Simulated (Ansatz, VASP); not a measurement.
## Pb in VASP and in Ansatz

The input INCAR:

```
SYSTEM = Pb
  PREC = Accurate
  ENCUT = 520
  EDIFF = 1E-6
  ISMEAR = -1
  SIGMA = 0.05
  LREAL = .FALSE.
  LASPH = .TRUE.
  NELM = 100
  ALGO = Fast
  ISIF = 2
  LWAVE = .FALSE.
  LCHARG = .FALSE.
  GGA = PE
  NBANDS = 21
```

KPOINTS

```
Automatic mesh
0
G
  9 9 5
  0 0 0
```

POSCAR

```
Pb
1.0
    3.4329672075      0.0000000000      0.0000000000
   -1.7164836037      2.9730368121      0.0000000000
    0.0000000000      0.0000000000      5.5144501982
Pb
2
Direct
    0.6666666667      0.3333333333      0.7500000000
    0.3333333333      0.6666666667      0.2500000000
```

The input input.yaml:

```yaml
crystal:
  lattice:
    - [3.4329672075, 0.0, 0.0]
    - [-1.7164836037, 2.9730368121, 0.0]
    - [0.0, 0.0, 5.5144501982]
  atoms:
    - { symbol: Pb, position: [0.6666666667, 0.3333333333, 0.75] }
    - { symbol: Pb, position: [0.3333333333, 0.6666666667, 0.25] }
kpoints:
  mp_grid: { grid: [9, 9, 5] }
scf:
  occupations: { method: fermi_dirac, width: 0.05 }
hamiltonian:
  xc: pbe
  pseudopotentials: { kind: all_electron, lapw: { basis_error: 0.0005 } }
output:
  forces: true
  stress: true
  eigenvalues: true
```

Change from the starting cell: volume scaled by 0.96.

Alike in both runs: task single point; functional PBE; k mesh 9 × 9 × 5; occupations fermi-dirac, width 0.05 eV; no spin polarisation.

|  | VASP | Ansatz |
| --- | --- | --- |
| version | VASP 6.6.1 | Ansatz 0.2.0 |
| potentials or method | VASP PAW PBE potentials, release 64 (Pb_d), cutoff 520 eV | all-electron LAPW, scalar-relativistic |

Ansatz gave:

```
gap on the k mesh at the Fermi level (eV)                     : none
pressure (GPa)                                                : 6.7
traceless stress, the component that is largest in VASP (GPa) : 3.13
```

Task: What did VASP give for the same quantities?

Result: gap on the k mesh at the Fermi level (eV): none; pressure (GPa): 6.6; traceless stress, the component that is largest in VASP (GPa): 3.13.

A gap of «none» marks a metal or a gap that the smearing closes. Ansatz ran all-electron here, and VASP with PAW potentials.

Neither program's run includes spin-orbit coupling.
